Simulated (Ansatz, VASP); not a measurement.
One calculation of BP, two programs

The input POSCAR:

```
BP
1.0
    0.0000000000      2.2660720000      2.2660720000
    2.2660720000      0.0000000000      2.2660720000
    2.2660720000      2.2660720000      0.0000000000
B P
1 1
Direct
    0.0000000000      0.0000000000      0.0000000000
    0.2500000000      0.2500000000      0.2500000000
```

File INCAR.step1:

```
SYSTEM = BP
  PREC = Accurate
  ENCUT = 550
  ISMEAR = 0
  SIGMA = 0.02
  LREAL = .FALSE.
  LASPH = .TRUE.
  NELM = 120
  GGA = PE
  ALGO = Normal
  EDIFF = 1E-5
  LWAVE = .TRUE.
  LCHARG = .FALSE.
  GGA_COMPAT = .FALSE.
  IBRION = 2
  ISIF = 3
  EDIFFG = -0.005
  NELMIN = 4
  NSW = 100
```

The input INCAR.step2:

```
SYSTEM = BP
  PREC = Accurate
  ENCUT = 550
  EDIFF = 1E-7
  ISMEAR = 0
  SIGMA = 0.02
  LREAL = .FALSE.
  LASPH = .TRUE.
  NELM = 120
  ALGO = Normal
  ISIF = 3
  LWAVE = .FALSE.
  LCHARG = .FALSE.
  METAGGA = R2SCAN
  LMIXTAU = .TRUE.
  IBRION = 2
  NSW = 70
  EDIFFG = -0.02
  ISTART = 1
  GGA_COMPAT = .FALSE.
  NELMIN = 4
```

Contents of KPOINTS:

```
regular mesh
0
G
  10 10 10
  0 0 0
```

Input for Ansatz:

```yaml
crystal:
  lattice:
    - [0.0, 2.266072, 2.266072]
    - [2.266072, 0.0, 2.266072]
    - [2.266072, 2.266072, 0.0]
  atoms:
    - { symbol: B, position: [0.0, 0.0, 0.0] }
    - { symbol: P, position: [0.25, 0.25, 0.25] }
basis:
  ecutwfc: 500
kpoints:
  mp_grid: { grid: [10, 10, 10] }
hamiltonian:
  xc: r2scan
scf:
  occupations: { method: gaussian, width: 0.02 }
output:
  forces: true
  stress: true
  eigenvalues: true
relax:
  adjacent_minimum: "off"
  f_tol: 0.02
  max_steps: 50
  cell: { stress_tol: 0.1 }
```

Alike in both runs: task relaxation of cell and atoms; functional r2SCAN; k mesh 10 × 10 × 10; occupations gaussian, width 0.02 eV; no spin polarisation.

```csv
,VASP,Ansatz
version,VASP 6.6.1,Ansatz 0.2.0
potentials or method,"VASP PAW PBE potentials, release 64 (B, P), cutoff 550 eV","scalar-relativistic, plane waves, PAW"
valence electrons in the cell,8,8
```

|  | VASP | Ansatz | Ansatz less VASP |
| --- | --- | --- | --- |
| gap on the k mesh at the Fermi level, each at its own relaxed structure (eV) | 1.44 | 1.41 | -0.027 |
| relaxed volume (Å³/atom) | 11.64 | 11.67 | +0.034 |
| relaxed cell length with the largest relative difference (Å) | 3.205 | 3.208 | +0.0031 |

VASP's potentials were made for PBE, not for r2SCAN.

Noted on VASP's run: the relaxation stopped at its first step, so nothing moved.
